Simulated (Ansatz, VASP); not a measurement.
One calculation of Ru, two programs

The input POSCAR:

```
Ru
1.0
    2.7058000000      0.0000000000      0.0000000000
   -1.3529000000      2.3432915376      0.0000000000
    0.0000000000      0.0000000000      4.2819000000
Ru
2
Direct
    0.6666666667      0.3333333333      0.7500000000
    0.3333333333      0.6666666667      0.2500000000
```

Contents of INCAR.step1:

```
SYSTEM = Ru
  PREC = Accurate
  ENCUT = 620
  ISMEAR = -1
  SIGMA = 0.05
  LREAL = .False.
  LASPH = .True.
  NELM = 120
  NBANDS = 23
  GGA = PE
  ALGO = Normal
  EDIFF = 1E-5
  LWAVE = .True.
  LCHARG = .False.
  GGA_COMPAT = .False.
```

The input INCAR.step2:

```
SYSTEM = Ru
  PREC = Accurate
  ENCUT = 620
  EDIFF = 1E-6
  ISMEAR = -1
  SIGMA = 0.05
  LREAL = .False.
  LASPH = .True.
  NELM = 120
  ALGO = Normal
  ISIF = 2
  LWAVE = .False.
  LCHARG = .False.
  METAGGA = R2SCAN
  LMIXTAU = .True.
  LUSE_VDW = .True.
  IVDW_NL = 2
  BPARAM = 11.95
  CPARAM = 0.0093
  NBANDS = 23
  ISTART = 1
  GGA_COMPAT = .False.
```

The input KPOINTS:

```
regular mesh
0
Gamma
  11 11 6
  0 0 0
```

The input input.yaml:

```yaml
crystal:
  lattice:
    - [2.7058, 0.0, 0.0]
    - [-1.3529, 2.3432915376, 0.0]
    - [0.0, 0.0, 4.2819]
  atoms:
    - { symbol: Ru, position: [0.6666666667, 0.3333333333, 0.75] }
    - { symbol: Ru, position: [0.3333333333, 0.6666666667, 0.25] }
hamiltonian:
  xc: r2scan
  pseudopotentials: { kind: paw }
  dispersion: rvv10
kpoints:
  mp_grid: { grid: [11, 11, 6] }
scf:
  occupations: { method: fermi_dirac, width: 0.05 }
output:
  forces: true
  stress: true
  eigenvalues: true
  write_density: true
  write_potential: true
  elf: true
  volumetric_format: npy
```

Alike in both runs: task single point; functional r2SCAN; dispersion rVV10; k mesh 11 × 11 × 6; occupations fermi-dirac, width 0.05 eV; no spin polarisation.

|  | VASP | Ansatz |
| --- | --- | --- |
| version | VASP 6.6.1 | Ansatz 0.2.0 |
| potentials or method | VASP PAW PBE potentials, release 64 (Ru_sv) | Ansatz PAW |
| plane-wave cutoff (eV) | 620 | 500 |
| valence electrons in the cell | 32 | 32 |

```csv
,VASP,Ansatz,Ansatz less VASP
gap on the k mesh at the Fermi level (eV),none,none,-
pressure (GPa),-4.2,-4.6,-0.47
"traceless stress, the component that is largest in VASP (GPa)",-0.64,-0.65,-0.014
```

VASP's potentials were made for PBE, not for r2SCAN. A gap of «none» marks a metal or a gap that the smearing closes.
